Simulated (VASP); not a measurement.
# WSe (F-43m) in VASP: a series of runs

WSe is run at these levels: PBE+U, PBE; tasks: single point, relaxation of cell and atoms.

Everything below comes from runs of VASP 6.6.1. Logs are shortened: lines on timing, memory, paths and dates and some standing lists are left out, and cuts for length are marked.

## Step 1: The cell of the first run

Symmetry: F-43m, No. 216, cubic system. Conventional cell: a = 5.678 Å, b = 5.678 Å, c = 5.678 Å, α = 90.00°, β = 90.00°, γ = 90.00°. Within 3.2 Å of W (site symmetry -43m) lie 4 Se at 2.46 Å. Se (site symmetry -43m) has 4 W at 2.46 Å within 3.2 Å.

## Step 2: Single point, PBE+U

File INCAR:

```
PREC = Accurate ; ENCUT = 520
EDIFF = 1E-6 ; ISMEAR = 0
SIGMA = 0.05 ; LREAL = False
LASPH = True ; NELM = 150
ALGO = Normal ; ISIF = 2
LWAVE = False ; LCHARG = False
LMAXMIX = 4 ; LDAU = True
LDAUTYPE = 2 ; LDAUL = 2 -1
LDAUU = 4 0 ; LDAUJ = 0 0
LDAUPRINT = 1 ; GGA = PE
NBANDS = 17
```

File KPOINTS:

```
Automatic mesh
0
Gamma
  12 12 12
```

File POSCAR:

```
WSe
1.0
    0.0000000000      2.8388664208      2.8388664208
    2.8388664208      0.0000000000      2.8388664208
    2.8388664208      2.8388664208      0.0000000000
W Se
1 1
Direct
    0.0000000000      0.0000000000      0.0000000000
    0.2500000000      0.2500000000      0.2500000000
```

Potentials or basis: VASP PAW PBE potentials, release 64 (W_sv, Se).

Started as:

```console
cat potpaw_PBE.64/W_sv/POTCAR potpaw_PBE.64/Se/POTCAR > POTCAR
mpirun -np 1 vasp_std > vasp.out
```

OUTCAR:

```text
PREC = Accurate
   ENCUT = 520
   EDIFF = 1E-6
   ISMEAR = 0
   LREAL = False
   LASPH = True
   NELM = 150
   ISIF = 2
   GGA = PE

 ion  position               nearest neighbor table
   1  0.000  0.000  0.000-   2 2.46   2 2.46   2 2.46   2 2.46
   2  0.250  0.250  0.250-   1 2.46   1 2.46   1 2.46   1 2.46

  LATTYP: Found a face centered cubic cell.
 ALAT       =     5.6777328416

  Lattice vectors:

 A1 = (   0.0000000000,   2.8388664208,   2.8388664208)
 A2 = (   2.8388664208,   0.0000000000,   2.8388664208)
 A3 = (   2.8388664208,   2.8388664208,   0.0000000000)

Analysis of symmetry for initial positions (statically):
=====================================================================
 Subroutine PRICEL returns:
 Original cell was already a primitive cell.

 Routine SETGRP: Setting up the symmetry group for a
 face centered cubic supercell.

 Subroutine GETGRP returns: Found 24 space group operations
 (whereof 24 operations were pure point group operations)
 out of a pool of 48 trial point group operations.

The static configuration has the point symmetry T_d .

Analysis of symmetry for dynamics (positions and initial velocities):
=====================================================================
 Subroutine PRICEL returns:
 Original cell was already a primitive cell.

 Routine SETGRP: Setting up the symmetry group for a
 face centered cubic supercell.

 Subroutine GETGRP returns: Found 24 space group operations
 (whereof 24 operations were pure point group operations)
 out of a pool of 48 trial point group operations.

The dynamic configuration has the point symmetry T_d .

 Subroutine INISYM returns: Found 24 space group operations
 (whereof 24 operations are pure point group operations),
 and found     1 'primitive' translations

----------------------------------------------------------------------------------------

[... 139 lines left out ...]
spin component  1

  0.2975 -0.0000  0.0000 -0.0000  0.0000
 -0.0000  0.2975 -0.0000 -0.0000 -0.0000
  0.0000 -0.0000  0.4276  0.0000  0.0000
 -0.0000 -0.0000  0.0000  0.2975 -0.0000
  0.0000 -0.0000  0.0000 -0.0000  0.4276

spin component  2

  0.2975 -0.0000  0.0000 -0.0000  0.0000
 -0.0000  0.2975 -0.0000 -0.0000 -0.0000
  0.0000 -0.0000  0.4276  0.0000  0.0000
 -0.0000 -0.0000  0.0000  0.2975 -0.0000
  0.0000 -0.0000  0.0000 -0.0000  0.4276

 occupancies and eigenvectors

  o =  0.2975  v =  1.0000  0.0000  0.0000  0.0000  0.0000  0.0000  0.0000  0.0000  0.0000  0.0000      0.0000  0.0000  0.0000  0.0000  0.0000  0.0000  0.0000  0.0000  0.0000  0.0000
  o =  0.2975  v =  0.0000  0.0000  0.0000  0.0000  0.0000  1.0000  0.0000  0.0000  0.0000  0.0000      0.0000  0.0000  0.0000  0.0000  0.0000  0.0000  0.0000  0.0000  0.0000  0.0000
  o =  0.2975  v =  0.0000  0.9814 -0.0000 -0.1921 -0.0000  0.0000  0.0000  0.0000  0.0000  0.0000      0.0000  0.0000  0.0000  0.0000  0.0000  0.0000  0.0000  0.0000  0.0000  0.0000
  o =  0.2975  v =  0.0000  0.0000  0.0000  0.0000  0.0000  0.0000  0.9814 -0.0000 -0.1921 -0.0000      0.0000  0.0000  0.0000  0.0000  0.0000  0.0000  0.0000  0.0000  0.0000  0.0000
  o =  0.2975  v =  0.0000  0.0000  0.0000  0.0000  0.0000  0.0000 -0.1921  0.0000 -0.9814 -0.0000      0.0000  0.0000  0.0000  0.0000  0.0000  0.0000  0.0000  0.0000  0.0000  0.0000
  o =  0.2975  v =  0.0000 -0.1921  0.0000 -0.9814 -0.0000  0.0000  0.0000  0.0000  0.0000  0.0000      0.0000  0.0000  0.0000  0.0000  0.0000  0.0000  0.0000  0.0000  0.0000  0.0000
  o =  0.4276  v =  0.0000  0.0000  0.0000  0.0000  0.0000  0.0000  0.0000  0.9862  0.0000  0.1658      0.0000  0.0000  0.0000  0.0000  0.0000  0.0000  0.0000  0.0000  0.0000  0.0000
  o =  0.4276  v =  0.0000  0.0000  0.9862  0.0000  0.1658  0.0000  0.0000  0.0000  0.0000  0.0000      0.0000  0.0000  0.0000  0.0000  0.0000  0.0000  0.0000  0.0000  0.0000  0.0000
  o =  0.4276  v =  0.0000 -0.0000 -0.1658 -0.0000  0.9862  0.0000  0.0000  0.0000  0.0000  0.0000      0.0000  0.0000  0.0000  0.0000  0.0000  0.0000  0.0000  0.0000  0.0000  0.0000
  o =  0.4276  v =  0.0000  0.0000  0.0000  0.0000  0.0000  0.0000 -0.0000 -0.1658 -0.0000  0.9862      0.0000  0.0000  0.0000  0.0000  0.0000  0.0000  0.0000  0.0000  0.0000  0.0000

 number of electron      20.0000000 magnetization

 Free energy of the ion-electron system (eV)
  ---------------------------------------------------
  ext. energy  EPLUGINS =         0.00000000
  ---------------------------------------------------
  free energy    TOTEN  =        -9.87430797 eV

  energy without entropy =       -9.87051721  energy(sigma->0) =       -9.87241259

 E-fermi :   6.1295     XC(G=0): -10.4430

 val. band max:        6.1211986424   @ k =   0.5000   0.0833   0.0000
 cond. band min:       6.1395837346   @ k =  -0.4167   0.2500   0.0000
 fundamental gap:      0.0183850922
 Fermi energy:         6.1295105844

 k-point     1 :       0.0000    0.0000    0.0000
  band No.  band energies     occupation
      1     -68.3359      2.00000
      2     -32.5787      2.00000
      3     -32.5787      2.00000
      4     -32.5787      2.00000
      5      -9.1793      2.00000
      6       1.0464      2.00000
[... 457 lines left out ...]
      4     -32.5865      2.00000
      5      -8.3042      2.00000
      6      -0.0502      2.00000
[... 9 lines left out ...]
     16      15.0155      0.00000
     17      15.0443      0.00000

 [... further k-points ...]

------------------------ aborting loop because EDIFF is reached ----------------------------------------

  FORCE on cell =-STRESS in cart. coord.  units (eV):
  Direction    XX          YY          ZZ          XY          YZ          ZX
  --------------------------------------------------------------------------------------
  -------------------------------------------------------------------------------------
  Total        0.5022833      0.5022833      0.5022833      0.0000000      0.0000000      0.0000000
  in kB       17.5871087     17.5871087     17.5871087      0.0000000      0.0000000      0.0000000
  external PRESSURE =      17.5871087 kB  Pullay stress =       0.0000000 kB

 VOLUME and BASIS-vectors are now :
 -----------------------------------------------------------------------------
  energy-cutoff  :      520.00
  volume of cell :       45.76
      direct lattice vectors                 reciprocal lattice vectors
     0.000000000  2.838866421  2.838866421    -0.176126639  0.176126639  0.176126639
     2.838866421  0.000000000  2.838866421     0.176126639 -0.176126639  0.176126639
     2.838866421  2.838866421  0.000000000     0.176126639  0.176126639 -0.176126639

 POSITION                                       TOTAL-FORCE (eV/Angst)
 -----------------------------------------------------------------------------------
      0.00000      0.00000      0.00000        -0.000000     -0.000000     -0.000000
      1.41943      1.41943      1.41943         0.000000      0.000000      0.000000
 -----------------------------------------------------------------------------------
    total drift:                                0.000000      0.000000      0.000000

  FREE ENERGIE OF THE ION-ELECTRON SYSTEM (eV)
  ---------------------------------------------------
  free  energy   TOTEN  =        -9.8743079699 eV

  energy  without entropy=       -9.8705172084  energy(sigma->0) =       -9.87241259
```

OSZICAR:

```text
N       E                     dE             d eps       ncg     rms          rms(c)
DAV:   1     0.145373731136E+03    0.14537E+03   -0.10040E+04  2448   0.117E+03
DAV:   2    -0.510961655000E+01   -0.15048E+03   -0.14670E+03  3049   0.311E+02
DAV:   3    -0.104219504693E+02   -0.53123E+01   -0.52439E+01  2703   0.551E+01
DAV:   4    -0.104734002637E+02   -0.51450E-01   -0.51414E-01  2951   0.609E+00
DAV:   5    -0.104739583540E+02   -0.55809E-03   -0.55808E-03  2685   0.653E-01    0.149E+01
DAV:   6    -0.986257850827E+01    0.61138E+00   -0.20470E+00  2522   0.107E+01    0.531E+00
DAV:   7    -0.986358766899E+01   -0.10092E-02   -0.65615E-02  2557   0.172E+00    0.279E+00
DAV:   8    -0.987033851111E+01   -0.67508E-02   -0.43290E-02  2686   0.965E-01    0.358E-01
DAV:   9    -0.987124895444E+01   -0.91044E-03   -0.90508E-04  2877   0.165E-01    0.237E-01
DAV:  10    -0.987404507040E+01   -0.27961E-02   -0.11045E-02  2752   0.307E-01    0.102E-01
DAV:  11    -0.987423241418E+01   -0.18734E-03   -0.62544E-04  2886   0.953E-02    0.674E-02
DAV:  12    -0.987430521690E+01   -0.72803E-04   -0.71751E-04  2616   0.713E-02    0.125E-02
DAV:  13    -0.987430748830E+01   -0.22714E-05   -0.25299E-05  2467   0.203E-02    0.777E-03
DAV:  14    -0.987430796988E+01   -0.48158E-06   -0.43064E-06  1292   0.495E-03
   1 F= -.98743080E+01 E0= -.98724126E+01  d E =-.379076E-02
```

Wall time 24 s (1 thread of Intel Xeon 6975P-C (Granite Rapids), shared host); peak memory 0.2 GiB.

What came out:

* Free energy: -9.8743 eV
* Pressure: 1.8 GPa
* Band gap on the k mesh: zero (band 10 reaches 6.33 eV, above the bottom of band 11 at 6.03 eV)

Levels at points of the mesh, in eV from the Fermi level:
| k point | band 8 | band 9 | band 10 | band 11 | band 12 | band 13 |
| --- | --- | --- | --- | --- | --- | --- |
| (0.00, 0.00, 0.00) | -5.08 | -0.56 | -0.56 | 0.30 | 4.75 | 4.75 |
| (0.50, 0.00, 0.00) | -4.76 | -0.12 | -0.12 | 0.01 | 2.42 | 2.42 |
| (0.50, 0.50, 0.00) | -4.16 | -1.58 | -0.58 | 0.37 | 1.15 | 1.15 |

Eigenvalues of the final occupation matrices:
```
    site  spin  trace               eigenvalues
site 1 d     1   1.75  0.30 0.30 0.30 0.43 0.43
site 1 d     2   1.75  0.30 0.30 0.30 0.43 0.43
```

Caveat: spin-orbit coupling is left out, which moves the levels of the heavy elements; U without spin polarisation on a metal has little footing.

## Step 3: Relaxation of cell and atoms, PBE, collinear spin, ferromagnetic start

This run uses another cell than the first one, of 19.21 Å³/atom, 0.840 times its volume.

File INCAR:

```
PREC = Accurate ; ENCUT = 600
EDIFF = 1E-7 ; ISMEAR = 0
SIGMA = 0.1 ; LREAL = F
LASPH = T ; NELM = 150
ALGO = Normal ; ISIF = 3
LWAVE = F ; LCHARG = F
ISPIN = 2 ; MAGMOM = 0.18 0
LORBIT = 11 ; LMAXMIX = 4
GGA = PE ; IBRION = 2
NSW = 100 ; EDIFFG = -0.05
```

File KPOINTS:

```
regular mesh
0
Gamma
  6 6 6
```

File POSCAR:

```
WSe
1.0
    0.0000000000      2.6782044124      2.6782044124
    2.6782044124      0.0000000000      2.6782044124
    2.6782044124      2.6782044124      0.0000000000
W Se
1 1
Direct
    0.0000000000      0.0000000000      0.0000000000
    0.2500000000      0.2500000000      0.2500000000
```

Potentials or basis: VASP PAW PBE potentials, release 64 (W_sv, Se).

Started as:

```console
cat potpaw_PBE.64/W_sv/POTCAR potpaw_PBE.64/Se/POTCAR > POTCAR
mpirun -np 1 vasp_std > vasp.out
```

Run time: 60 s. Hardware: 1 thread of Intel Xeon 6975P-C (Granite Rapids), shared host; peak memory 0.2 GiB.

It converged, with:

```yaml
Free_energy: -14.4134 eV
Relaxed_volume: 22.59 Å³/atom
Relaxed_cell: a = 3.998 Å, b = 3.998 Å, c = 3.998 Å, α = 60.00°, β = 60.00°, γ = 60.00°
Space_group_after_relaxing_to_0.05_Å: F-43m (No. 216)
Energy_gained_by_relaxing: 268.1 meV/atom
Ionic_steps: 5
Pressure_after_relaxing: 0.0 GPa
Band_gap_on_the_k_mesh: zero (filled and empty bands overlap)
Net_moment: 0.00 μB per cell
Valence_electrons_inside_the_program's_atomic_spheres: W 12.02; Se 4.00
```

Step by step:
```csv
step,energy change (eV),largest force (eV/Å),pressure (GPa),volume (Å³)
1,0.0000,0.0000,29.44,38.42
2,0.7360,0.0000,-18.34,61.58
3,-0.5320,0.0000,-1.86,45.90
4,-0.5359,0.0000,-0.44,45.35
5,-0.5361,0.0000,0.05,45.19
```

Final structure:
```cif
data_structure
_symmetry_space_group_name_H-M 'P 1'
_symmetry_Int_Tables_number 1
_cell_length_a 3.9980
_cell_length_b 3.9980
_cell_length_c 3.9980
_cell_angle_alpha 60.000
_cell_angle_beta 60.000
_cell_angle_gamma 60.000
_cell_volume 45.19
loop_
_atom_site_label
_atom_site_type_symbol
_atom_site_fract_x
_atom_site_fract_y
_atom_site_fract_z
_atom_site_occupancy
W1 W 0.00000 0.00000 0.00000 1
Se1 Se 0.25000 0.25000 0.25000 1
```

Levels at points of the mesh, in eV from the Fermi level:
Spin up:
```
           k point  band 8  band 9  band 10  band 11  band 12  band 13
(0.00, 0.00, 0.00)   -5.19   -0.44    -0.44     0.53     4.71     4.71
(0.50, 0.00, 0.00)   -4.80   -0.12    -0.05    -0.05     2.39     2.39
(0.50, 0.50, 0.00)   -4.12   -1.64    -0.41     0.51     0.95     0.95
```
Spin down:
```tsv
k point	band 7	band 8	band 9	band 10	band 11	band 12	band 13	band 14
(0.00, 0.00, 0.00)	-5.19	-5.19	-0.44	-0.44	0.53	4.71	4.71	4.71
(0.50, 0.00, 0.00)	-4.80	-4.80	-0.12	-0.05	-0.05	2.39	2.39	3.19
(0.50, 0.50, 0.00)	-4.12	-4.12	-1.64	-0.42	0.51	0.95	0.95	6.51
```

Caveat: the volume moved by over 15 % at a fixed basis, so the end points are rough; spin-orbit coupling is left out, which moves the levels of the heavy elements.

## Step 4: Relaxation of cell and atoms, PBE, collinear spin, ferromagnetic start

This run uses another cell than the first one, of 22.95 Å³/atom, 1.003 times its volume.

File INCAR:

```
SYSTEM = WSe
ALGO = Normal ; EDIFF = 1E-6
EDIFFG = -0.01 ; ENCUT = 600
GGA = PE ; IBRION = 2
ISIF = 3 ; ISMEAR = 0
ISPIN = 2 ; LASPH = .TRUE.
LCHARG = .FALSE. ; LMAXMIX = 4
LORBIT = 11 ; LREAL = .FALSE.
LWAVE = .FALSE. ; MAGMOM = 0.92 0
NELM = 150 ; NSW = 100
PREC = Accurate ; SIGMA = 0.1
```

File KPOINTS:

```
k-points
0
G
  12 12 12
  0 0 0
```

File POSCAR:

```
WSe
1.0
    0.0000000000      2.8418212748      2.8418212748
    2.8418212748      0.0000000000      2.8418212748
    2.8418212748      2.8418212748      0.0000000000
W Se
1 1
Direct
    0.0000000000      0.0000000000      0.0000000000
    0.2500000000      0.2500000000      0.2500000000
```

Started as:

```console
cat potpaw_PBE.64/W_sv/POTCAR potpaw_PBE.64/Se/POTCAR > POTCAR
mpirun -np 1 vasp_std > vasp.out
```

Run time: 77 s. Hardware: 1 thread of Intel Xeon 6975P-C, shared host; peak memory 0.28 GiB.

The run converged. Its results:

| Property | Result |
| --- | --- |
| Free energy | -14.4337 eV |
| Relaxed volume | 22.93 Å³/atom |
| Relaxed cell | a = 4.018 Å, b = 4.018 Å, c = 4.018 Å, α = 60.00°, β = 60.00°, γ = 60.00° |
| Space group after relaxing (to 0.05 Å) | F-43m (No. 216) |
| Energy gained by relaxing | 0.0 meV/atom |
| Ionic steps | 3 |
| Pressure after relaxing | 0.0 GPa |
| Net moment | 1.29 μB per cell |
| Site moments | W +1.03; Se -0.01 μB |
| Valence electrons inside the program's atomic spheres | W 12.00; Se 3.99 |

Final structure:
```yaml
crystal:
  lattice:
    - [0.00000, 2.84095, 2.84095]
    - [2.84095, 0.00000, 2.84095]
    - [2.84095, 2.84095, 0.00000]
  atoms:
    - { symbol: W, position: [0.00000, 0.00000, 0.00000] }
    - { symbol: Se, position: [0.25000, 0.25000, 0.25000] }
```

Levels at points of the mesh, in eV from the Fermi level:
Spin up:
```csv
k point,band 7,band 8,band 9,band 10,band 11,band 12,band 13,band 14
"(0.00, 0.00, 0.00)",-5.33,-5.33,-0.99,-0.99,0.25,4.41,4.41,4.41
"(0.50, 0.00, 0.00)",-4.96,-4.96,-0.58,-0.58,-0.44,2.10,2.10,2.90
"(0.50, 0.50, 0.00)",-4.26,-4.26,-1.86,-0.90,-0.11,0.63,0.63,6.12
```
Spin down:
```tsv
k point	band 5	band 6	band 7	band 8	band 9	band 10	band 11	band 12	band 13	band 14
(0.00, 0.00, 0.00)	-15.24	-5.09	-5.09	-5.09	0.05	0.05	0.55	4.71	4.71	4.71
(0.50, 0.00, 0.00)	-14.50	-6.16	-4.70	-4.70	0.06	0.40	0.40	2.47	2.47	3.24
(0.50, 0.50, 0.00)	-14.24	-6.57	-4.11	-4.11	-1.49	-0.02	1.06	1.12	1.12	6.51
```

Caveat: spin-orbit coupling is left out, which moves the levels of the heavy elements.

## Step 5: The runs side by side

| task | level | spin | U | cell | k mesh | cutoff (eV) | smearing | gap on the mesh (eV) | pressure (GPa) | moment (μB) | relaxed volume (Å³/atom) |
| --- | --- | --- | --- | --- | --- | --- | --- | --- | --- | --- | --- |
| single point | PBE+U | off | W d U = 4.0 eV | a = 4.015 Å, angles 60.0°, 2 atoms | 12 × 12 × 12 | 520 | gaussian 0.05 eV | none | 1.8 | - | - |
| relaxation of cell and atoms | PBE | collinear, ferromagnetic start | - | relaxed from a = 3.788 Å, angles 60.0°, 2 atoms | 6 × 6 × 6 | 600 | gaussian 0.1 eV | none | 0.0 | 0.00 | 22.59 |
| relaxation of cell and atoms | PBE | collinear, ferromagnetic start | - | relaxed from a = 4.019 Å, angles 60.0°, 2 atoms | 12 × 12 × 12 | 600 | gaussian 0.1 eV | none | 0.0 | 1.29 | 22.93 |

Alike in all rows: potentials or basis VASP PAW PBE potentials, release 64 (W_sv, Se).

Caveats: spin-orbit coupling is left out, which moves the levels of the heavy elements; U without spin polarisation on a metal has little footing (some runs); the volume moved by over 15 % at a fixed basis, so the end points are rough (some runs).

Absolute energies hang on the potentials; compare differences alone.
